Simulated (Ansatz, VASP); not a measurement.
FeO in VASP and in Ansatz

File INCAR:

```
  PREC = Accurate
  ENCUT = 520
  EDIFF = 1E-6
  ISMEAR = -1
  SIGMA = 0.05
  LREAL = False
  LASPH = True
  NELM = 150
  ALGO = Normal
  ISIF = 2
  LWAVE = False
  LCHARG = False
  ISPIN = 2
  MAGMOM = 3.8 0
  LORBIT = 11
  NUPDOWN = 3.8
  LMAXMIX = 4
  GGA = PE
  NBANDS = 18
```

KPOINTS

```
Automatic mesh
0
Gamma
  10 10 10
```

The input POSCAR:

```
FeO
1.0
   -1.6021034130      1.6021034130      2.0833922500
    1.6021034130     -1.6021034130      2.0833922500
    1.6021034130      1.6021034130     -2.0833922500
Fe O
1 1
Direct
    0.0000000000      0.0000000000      0.0000000000
    0.5000000000      0.5000000000      0.0000000000
```

input.yaml

```yaml
crystal:
  lattice:
    - [-1.602103413, 1.602103413, 2.08339225]
    - [1.602103413, -1.602103413, 2.08339225]
    - [1.602103413, 1.602103413, -2.08339225]
  atoms:
    - { symbol: Fe, position: [0.0, 0.0, 0.0], spin: 3.8 }
    - { symbol: O, position: [0.5, 0.5, 0.0] }
hamiltonian:
  xc: pbe
  pseudopotentials: { kind: paw }
magnetization:
  spin_polarized: true
  initial_magnetization: 3.8
  spin_locking: { lock_magnetization: hard }
kpoints:
  mp_grid: { grid: [10, 10, 10] }
scf:
  occupations: { method: fermi_dirac, width: 0.05 }
  lower_state_search: "off"
output:
  forces: true
  stress: true
  eigenvalues: true
  write_density: true
  write_potential: true
  elf: true
  volumetric_format: npy
```

Alike in both runs: task single point; functional PBE; k mesh 10 × 10 × 10; occupations fermi-dirac, width 0.05 eV; collinear spin; fixed moment 3.8 μB.

|  | VASP | Ansatz |
| --- | --- | --- |
| version | VASP 6.6.1 | Ansatz 0.2.0 |
| potentials or method | VASP PAW PBE potentials, release 64 (Fe, O) | Ansatz PAW |
| plane-wave cutoff (eV) | 520 | 420 |
| valence electrons in the cell | 14 | 22 |

```csv
,VASP,Ansatz,Ansatz less VASP
pressure (GPa),-10.9,-10.9,+0.04
"traceless stress, the component that is largest in VASP (GPa)",1.53,1.23,-0.302
net moment per atom (μB),1.90,1.90,0.000
size of the moment on the site where the two differ most (μB),3.48,3.27,-0.214
```

Site moments also hang on the region over which each program counts them. VASP's potentials hold 14 valence electrons a cell and Ansatz's 22, so a difference there can come from the potentials and not from the codes.
